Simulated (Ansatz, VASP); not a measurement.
One calculation of C, two programs

File INCAR:

```
SYSTEM = C
PREC = Accurate ; ENCUT = 520
EDIFF = 1E-6 ; ISMEAR = 0
SIGMA = 0.05 ; LREAL = .False.
LASPH = .True. ; NELM = 60
ALGO = Normal ; ISIF = 2
LWAVE = .False. ; LCHARG = .True.
GGA = PE ; LELF = .True.
LVHAR = .True. ; NBANDS = 11
```

Contents of KPOINTS:

```
Automatic mesh
0
Gamma
  12 12 12
  0 0 0
```

POSCAR

```
C
1.0
    0.0000000000      1.8883852977      1.6738647279
    1.8883852977      0.0000000000      1.6738647279
    1.8883852977      1.8883852977      0.0000000000
C
2
Direct
    0.5000000000      0.5000000000      0.5000000000
    0.7500000000      0.7500000000      0.7500000000
```

Input for Ansatz:

```yaml
crystal:
  lattice:
    - [0.0, 1.8883852977, 1.6738647279]
    - [1.8883852977, 0.0, 1.6738647279]
    - [1.8883852977, 1.8883852977, 0.0]
  atoms:
    - { symbol: C, position: [0.5, 0.5, 0.5] }
    - { symbol: C, position: [0.75, 0.75, 0.75] }
basis:
  ecutwfc: 520.0
kpoints:
  mp_grid: { grid: [12, 12, 12] }
hamiltonian:
  xc: pbe
  pseudopotentials: { kind: paw, azcp: { folder: soft_1 } }
scf:
  occupations: { method: gaussian, width: 0.05 }
output:
  forces: true
  stress: true
  eigenvalues: true
```

Alike in both runs: task single point; functional PBE; k mesh 12 × 12 × 12; occupations gaussian, width 0.05 eV; no spin polarisation.

```csv
,VASP,Ansatz
version,VASP 6.6.1,Ansatz 0.2.0
potentials or method,"VASP PAW PBE potentials, release 64 (C), cutoff 520 eV","scalar-relativistic, plane waves, PAW"
valence electrons in the cell,8,8
```

|  | VASP | Ansatz | Ansatz less VASP |
| --- | --- | --- | --- |
| gap on the k mesh at the Fermi level (eV) | 1.25 | 1.26 | +0.009 |
| least direct gap on the mesh (eV) | 3.59 | 3.60 | +0.003 |
| pressure (GPa) | -17.8 | -18.2 | -0.44 |
| traceless stress, the component that is largest in VASP (GPa) | 61.81 | 61.81 | -0.005 |
